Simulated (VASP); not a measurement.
Set up this calculation in VASP 6.6.1, as the native input.

```
Task                   : relaxation of cell and atoms
Functional             : BLYP
Dispersion             : D3(BJ)
Potentials or basis    : VASP PAW PBE potentials, release 64 (Hf_pv, N)
Cutoff                 : 600 eV
k mesh                 : 8 × 8 × 4
Occupations            : methfessel-paxton, width 0.1 eV
Spin                   : no spin polarisation
Dipole correction      : no
Further INCAR settings : ALGO = Normal; EDIFF = 1e-06; IBRION = 2; EDIFFG = -0.01; NSW = 80; ISIF = 3
```

The structure of HfN lies in POSCAR:

```
HfN
1.0
    3.1339080000      0.0000000000      0.0000000000
   -1.5669540000      2.7140440000      0.0000000000
    0.0000000000      0.0000000000      5.4167680000
Hf N
2 2
Direct
    0.6666666667      0.3333333333      0.7500000000
    0.3333333333      0.6666666667      0.2500000000
    0.0000000000      0.0000000000      0.0000000000
    0.0000000000      0.0000000000      0.5000000000
```

One way to write it, as run:

INCAR

```
AGGAC = 1.0
AGGAX = 1.0
ALDAC = 0.0
ALDAX = 1.0
ALGO = Normal
EDIFF = 1E-6
EDIFFG = -0.01
ENCUT = 600
GGA = B5
IBRION = 2
ISIF = 3
ISMEAR = 1
IVDW = 12
LASPH = T
LCHARG = F
LREAL = F
LWAVE = F
NELM = 60
NSW = 80
PREC = Accurate
SIGMA = 0.1
VDW_A1 = 0.4298
VDW_A2 = 4.2359
VDW_S6 = 1.0
VDW_S8 = 2.6996
```

KPOINTS

```
k-points
0
Gamma
  8 8 4
```

Potentials or basis: VASP PAW PBE potentials, release 64 (Hf_pv, N).

Run with:

```bash
$ cat potpaw_PBE.64/Hf_pv/POTCAR potpaw_PBE.64/N/POTCAR > POTCAR
$ mpirun -np 1 vasp_std > vasp.out
```

It gave:

| Property | Result |
| --- | --- |
| Relaxed volume | 11.52 Å³/atom |
| Relaxed cell | a = 3.128 Å, b = 3.128 Å, c = 5.439 Å, α = 90.00°, β = 90.00°, γ = 120.00° |
| Space group after relaxing (to 0.05 Å) | P6_3/mmc (No. 194) |
| Energy gained by relaxing | 0.3 meV/atom |
| Ionic steps | 3 |
| Pressure after relaxing | -0.1 GPa |
| Band gap on the k mesh | zero (band 15 reaches 10.22 eV, above the bottom of band 16 at 8.02 eV) |
| Dispersion energy per atom | -0.905 eV |

Caveat: the PAW data sets were made with another functional, which shifts forces and pressure a little; spin-orbit coupling is left out, which moves the levels of the heavy elements; pairwise dispersion overbinds metals, which lowers pressure and volume.

It took 110 s on 1 thread of Intel Xeon 8259CL, on a shared host, peak memory 0.21 GiB.
